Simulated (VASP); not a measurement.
# MgS (Fm-3m) in VASP: a series of runs

Runs on MgS. Level: revPBE. Tasks: single point.

Program: VASP 6.6.1. These are calculated values, not measurements. Logs are shortened: lines on timing, memory, paths and dates and some standing lists are left out, and cuts for length are marked.

## (1) The cell of the first run

Symmetry: Fm-3m, No. 225, cubic system. The conventional cell has a = 5.203 Å, b = 5.203 Å, c = 5.203 Å, α = 90.00°, β = 90.00°, γ = 90.00°. Within 3.4 Å of Mg (site symmetry m-3m) lie 6 S at 2.60 Å. S (site symmetry m-3m) has 6 Mg at 2.60 Å within 3.4 Å.

## (2) Single point, revPBE

INCAR reads:

```
SYSTEM = MgS
PREC = Accurate ; ENCUT = 600
EDIFF = 1E-6 ; ISMEAR = 0
SIGMA = 0.05 ; LREAL = .FALSE.
LASPH = .TRUE. ; NELM = 120
ALGO = Normal ; ISIF = 2
LWAVE = .FALSE. ; LCHARG = .FALSE.
GGA = RE ; NBANDS = 11
GGA_COMPAT = .FALSE.
```

KPOINTS reads:

```
regular mesh
0
G
  8 8 8
  0 0 0
```

POSCAR reads:

```
MgS
1.0
    0.0000000000      2.6016508254      2.6016508254
    2.6016508254      0.0000000000      2.6016508254
    2.6016508254      2.6016508254      0.0000000000
Mg S
1 1
Direct
    0.0000000000      0.0000000000      0.0000000000
    0.5000000000      0.5000000000      0.5000000000
```

Potentials or basis: VASP PAW PBE potentials, release 64 (Mg, S).

Launch:

```sh
cat potpaw_PBE.64/Mg/POTCAR potpaw_PBE.64/S/POTCAR > POTCAR
mpirun -np 1 vasp_std > vasp.out
```

OUTCAR:

```text
SYSTEM = MgS
   PREC = Accurate
   ENCUT = 600
   EDIFF = 1E-6
   ISMEAR = 0
   LREAL = .FALSE.
   LASPH = .TRUE.
   NELM = 120
   ISIF = 2
   GGA = RE

 ion  position               nearest neighbor table
   1  0.000  0.000  0.000-   2 2.60   2 2.60   2 2.60   2 2.60   2 2.60   2 2.60
   2  0.500  0.500  0.500-   1 2.60   1 2.60   1 2.60   1 2.60   1 2.60   1 2.60

  LATTYP: Found a face centered cubic cell.
 ALAT       =     5.2033016508

  Lattice vectors:

 A1 = (   0.0000000000,   2.6016508254,   2.6016508254)
 A2 = (   2.6016508254,   0.0000000000,   2.6016508254)
 A3 = (   2.6016508254,   2.6016508254,   0.0000000000)

Analysis of symmetry for initial positions (statically):
=====================================================================
 Subroutine PRICEL returns:
 Original cell was already a primitive cell.

 Routine SETGRP: Setting up the symmetry group for a
 face centered cubic supercell.

 Subroutine GETGRP returns: Found 48 space group operations
 (whereof 48 operations were pure point group operations)
 out of a pool of 48 trial point group operations.

The static configuration has the point symmetry O_h .

Analysis of symmetry for dynamics (positions and initial velocities):
=====================================================================
 Subroutine PRICEL returns:
 Original cell was already a primitive cell.

 Routine SETGRP: Setting up the symmetry group for a
 face centered cubic supercell.

 Subroutine GETGRP returns: Found 48 space group operations
 (whereof 48 operations were pure point group operations)
 out of a pool of 48 trial point group operations.

The dynamic configuration has the point symmetry O_h .

 Subroutine INISYM returns: Found 48 space group operations
 (whereof 48 operations are pure point group operations),
 and found     1 'primitive' translations

----------------------------------------------------------------------------------------

                                     Primitive cell

  volume of cell :      35.2190

  direct lattice vectors                    reciprocal lattice vectors
     0.000000000  2.601650825  2.601650825    -0.192185667  0.192185667  0.192185667
     2.601650825  0.000000000  2.601650825     0.192185667 -0.192185667  0.192185667
     2.601650825  2.601650825  0.000000000     0.192185667  0.192185667 -0.192185667

  length of vectors
     3.679289882  3.679289882  3.679289882     0.332875340  0.332875340  0.332875340

  position of ions in fractional coordinates (direct lattice)
     0.000000000  0.000000000  0.000000000
     0.500000000  0.500000000  0.500000000

  ion indices of the primitive-cell ions
   primitive index   ion index
                 1           1
                 2           2

----------------------------------------------------------------------------------------

 KPOINTS: regular mesh

Automatic generation of k-mesh.
 Grid dimensions read from file:
 generate k-points for:    8    8    8

 Generating k-lattice:

  Cartesian coordinates                     Fractional coordinates (reciprocal lattice)
    -0.024023208  0.024023208  0.024023208     0.125000000  0.000000000  0.000000000
     0.024023208 -0.024023208  0.024023208     0.000000000  0.125000000  0.000000000
     0.024023208  0.024023208 -0.024023208     0.000000000  0.000000000  0.125000000

  Length of vectors
     0.041609418  0.041609418  0.041609418

  Shift w.r.t. Gamma in fractional coordinates (k-lattice)
     0.000000000  0.000000000  0.000000000

 Subroutine IBZKPT returns following result:
 ===========================================

 Found     29 irreducible k-points:

 Following reciprocal coordinates:
            Coordinates               Weight
  0.000000  0.000000  0.000000      1.000000
  0.125000  0.000000  0.000000      8.000000
  0.250000  0.000000  0.000000      8.000000
  0.375000  0.000000  0.000000      8.000000
  0.500000  0.000000  0.000000      4.000000
  0.125000  0.125000  0.000000      6.000000
[... 16 lines left out ...]
  0.500000  0.250000  0.125000     48.000000
 -0.375000  0.250000  0.125000     24.000000
 [... further k-points ...]
   k-points           NKPTS =     29   k-points in BZ     NKDIM =     29   number of bands    NBANDS=     11
   number of dos      NEDOS =    301   number of ions     NIONS =      2
   total plane-waves  NPLWV =  27000
   dimension x,y,z NGX =    30 NGY =   30 NGZ =   30
   dimension x,y,z NGXF=    60 NGYF=   60 NGZF=   60
   ions per type =               1   1
   NGX,Y,Z   is equivalent  to a cutoff of  13.56, 13.56, 13.56 a.u.
   NGXF,Y,Z  is equivalent  to a cutoff of  27.11, 27.11, 27.11 a.u.
 SYSTEM =  MgS
   PREC   = accura    normal or accurate (medium, high low for compatibility)
   ISTART =      0    job   : 0-new  1-cont  2-samecut
   ICHARG =      2    charge: 1-file 2-atom 10-const
   ISPIN  =      1    spin polarized calculation?
   LNONCOLLINEAR =      F non collinear calculations
   LSORBIT =      F    spin-orbit coupling
   LASPH  =      T    aspherical Exc in radial PAW
   ENCUT  =  600.0 eV  44.10 Ry    6.64 a.u.   7.35  7.35  7.35*2*pi/ulx,y,z
   NELM   =    120;   NELMIN=  2; NELMDL= -5     # of ELM steps
   EDIFF  = 0.1E-05   stopping-criterion for ELM
   LREAL  =      F    real-space projection
   EDIFFG = 0.1E-04   stopping-criterion for IOM
   NSW    =      0    number of steps for IOM
   IBRION =     -1    ionic relax: 0-MD 1-quasi-New 2-CG
   NFREE  =      0    steps in history (QN), initial steepest desc. (CG)
   ISIF   =      2    stress and relaxation
   ISYM   =      2    0-nonsym 1-usesym 2-fastsym
   POTIM  = 0.5000    time-step for ionic-motion
   TEBEG  =    0.0;   TEEND  =   0.0 temperature during run
   PSTRESS=    0.0 pullay stress
   NELECT =       8.0000    total number of electrons
   NUPDOWN=      -1.0000    fix difference up-down
   EMIN   =  10.00;   EMAX   =-10.00  energy-range for DOS
   EFERMI =   0.00;   METHOD = LEGACY
   ISMEAR =     0;   SIGMA  =   0.05  broadening in eV -4-tet -1-fermi 0-gaus
   EFERMI_NEDOS =   21; number of points for ismear=-14 and -15
   IALGO  =     38    algorithm
   IMIX   =      4    mixing-type and parameters
     AMIX     =   0.40;   BMIX     =  1.00
     AMIX_MAG =   1.60;   BMIX_MAG =  1.00
  volume/ion in A,a.u.               =      17.61       118.83
  Fermi-wavevector in a.u.,A,eV,Ry     =   0.998878  1.887606 13.575314  0.997757
  Thomas-Fermi vector in A             =   2.131131
   LORBIT       =      0    0 simple, 1 ext, 2 COOP (PROOUT), +10 PAW based schemes
   GGA     = RE    functional components
   LHFCALC =     F    Hartree Fock is set to
   AEXX    =    0.0000 exact exchange contribution
   IVDW    =     0    specifies the selected vdW correction
   LEPSILON=     F    determine dielectric tensor
   LRPA    =     F    only Hartree local field effects (RPA)
 non-spin polarized calculation
 Gauss-broadening in eV      SIGMA  =   0.05
  energy-cutoff  :      600.00
  volume of cell :       35.22
 maximum number of plane-waves:      1211
 NGX is ok and might be reduce to    30
   NGX = 15   NGY = 15   NGZ = 15

 number of electron       7.9999999 magnetization

 Free energy of the ion-electron system (eV)
  ---------------------------------------------------
  ext. energy  EPLUGINS =         0.00000000
  ---------------------------------------------------
  free energy    TOTEN  =        -8.02532520 eV

  energy without entropy =       -8.02532520  energy(sigma->0) =       -8.02532520

 E-fermi :   4.0060     XC(G=0):  -9.5748

 val. band max:        3.7967975814   @ k =   0.0000   0.0000   0.0000
 cond. band min:       6.6899950861   @ k =   0.5000   0.5000   0.0000
 fundamental gap:      2.8931975047
 Fermi energy:         4.0060064124

 k-point     1 :       0.0000    0.0000    0.0000
  band No.  band energies     occupation
      1      -8.8590      2.00000
      2       3.7968      2.00000
      3       3.7968      2.00000
      4       3.7968      2.00000
      5       7.6320      0.00000
      6      11.7802      0.00000
      7      11.7802      0.00000
      8      11.7802      0.00000
      9      14.1604      0.00000
     10      14.1604      0.00000
     11      16.4003      0.00000

 k-point     2 :       0.1250    0.0000    0.0000
  band No.  band energies     occupation
      1      -8.7086      2.00000
      2       2.7655      2.00000
      3       3.6960      2.00000
      4       3.6960      2.00000
      5       8.4190      0.00000
      6      11.4716      0.00000
      7      12.0292      0.00000
      8      12.0292      0.00000
      9      13.5507      0.00000
     10      13.5507      0.00000
     11      16.6284      0.00000

 k-point     3 :       0.2500    0.0000    0.0000
  band No.  band energies     occupation
      1      -8.3023      2.00000
      2       1.0178      2.00000
      3       3.4761      2.00000
      4       3.4761      2.00000
      5       8.8412      0.00000
      6      11.6661      0.00000
      7      11.6661      0.00000
      8      12.1707      0.00000
      9      14.1218      0.00000
     10      14.1218      0.00000
     11      15.8243      0.00000
[... 267 lines left out ...]
 k-point    23 :       0.5000    0.2500    0.1250
  band No.  band energies     occupation
      1      -7.5662      2.00000
      2      -0.0828      2.00000
      3       1.8183      2.00000
      4       2.8155      2.00000
      5       9.5027      0.00000
      6      10.2492      0.00000
      7      11.6618      0.00000
      8      12.8584      0.00000
      9      15.5114      0.00000
     10      18.1572      0.00000
     11      18.7879      0.00000

 k-point    24 :      -0.3750    0.2500    0.1250
  band No.  band energies     occupation
      1      -7.3666      2.00000
      2      -0.4735      2.00000
      3       1.6754      2.00000
      4       2.6560      2.00000
      5       9.4544      0.00000
      6       9.9663      0.00000
      7      12.2722      0.00000
      8      13.2705      0.00000
      9      16.1183      0.00000
     10      17.2163      0.00000
     11      19.3787      0.00000

 [... further k-points ...]

------------------------ aborting loop because EDIFF is reached ----------------------------------------

  FORCE on cell =-STRESS in cart. coord.  units (eV):
  Direction    XX          YY          ZZ          XY          YZ          ZX
  --------------------------------------------------------------------------------------
  -------------------------------------------------------------------------------------
  Total        0.5584681      0.5584681      0.5584681      0.0000000      0.0000000      0.0000000
  in kB       25.4057448     25.4057448     25.4057448      0.0000000      0.0000000      0.0000000
  external PRESSURE =      25.4057448 kB  Pullay stress =       0.0000000 kB

 VOLUME and BASIS-vectors are now :
 -----------------------------------------------------------------------------
  energy-cutoff  :      600.00
  volume of cell :       35.22
      direct lattice vectors                 reciprocal lattice vectors
     0.000000000  2.601650825  2.601650825    -0.192185667  0.192185667  0.192185667
     2.601650825  0.000000000  2.601650825     0.192185667 -0.192185667  0.192185667
     2.601650825  2.601650825  0.000000000     0.192185667  0.192185667 -0.192185667

 POSITION                                       TOTAL-FORCE (eV/Angst)
 -----------------------------------------------------------------------------------
      0.00000      0.00000      0.00000         0.000000     -0.000000     -0.000000
      2.60165      2.60165      2.60165        -0.000000      0.000000      0.000000
 -----------------------------------------------------------------------------------
    total drift:                               -0.000000     -0.000000      0.000000

  FREE ENERGIE OF THE ION-ELECTRON SYSTEM (eV)
  ---------------------------------------------------
  free  energy   TOTEN  =        -8.0253251965 eV

  energy  without entropy=       -8.0253251965  energy(sigma->0) =       -8.02532520
```

Wall time 14 s (1 thread of AMD EPYC 7R43 (Zen 3), shared host); peak memory 0.13 GiB.

Results:

| Item | Value |
| --- | --- |
| Free energy | -8.0253 eV |
| Pressure | 2.5 GPa |
| Band gap on the k mesh | 2.89 eV (least direct gap 3.84 eV) |

Caveat: the PAW data sets were made with another functional, which shifts forces and pressure a little. A k mesh can miss the band edges.

## (3) Single point, revPBE (17.95 Å³/atom)

This run uses another cell than the first one, of 17.95 Å³/atom.

INCAR reads:

```
ALGO = Normal
EDIFF = 1E-6
ENCUT = 600
GGA = RE
GGA_COMPAT = False
ISIF = 2
ISMEAR = 0
LASPH = True
LCHARG = True
LELF = True
LREAL = False
LVHAR = True
LWAVE = False
NBANDS = 11
NELM = 120
PREC = Accurate
SIGMA = 0.05
```

KPOINTS reads:

```
k-points
0
Gamma
  8 8 8
```

POSCAR reads:

```
MgS
1.0
    0.0000000000      2.6182965000      2.6182965000
    2.6182965000      0.0000000000      2.6182965000
    2.6182965000      2.6182965000      0.0000000000
Mg S
1 1
Direct
    0.0000000000      0.0000000000      0.0000000000
    0.5000000000      0.5000000000      0.5000000000
```

Potentials or basis: VASP PAW PBE potentials, release 64 (Mg, S).

Launch:

```sh
cat potpaw_PBE.64/Mg/POTCAR potpaw_PBE.64/S/POTCAR > POTCAR
mpirun -np 1 vasp_std > vasp.out
```

It took 17 s on 1 thread of AMD EPYC 7R43 (Zen 3), shared host; peak memory 0.13 GiB.

It converged, with:

* Free energy: -8.0329 eV
* Pressure: 1.0 GPa
* Band gap on the k mesh: 2.85 eV (least direct gap 3.69 eV)

Levels at points of the mesh, in eV from the valence-band top:
```
           k point  band 1  band 2  band 3  band 4  band 5  band 6  band 7  band 8  band 9
(0.00, 0.00, 0.00)  -12.55    0.00    0.00    0.00    3.69    8.00    8.00    8.00   10.34
(0.50, 0.00, 0.00)  -11.30   -4.69   -0.57   -0.57    4.59    6.94    6.94   10.06   12.14
(0.50, 0.50, 0.00)  -10.94   -4.07   -1.63   -1.63    2.85    4.50   11.91   12.77   13.30
```

Caveat: the PAW data sets were made with another functional, which shifts forces and pressure a little. A hybrid or GW would open this gap; revPBE tends to underestimate it.
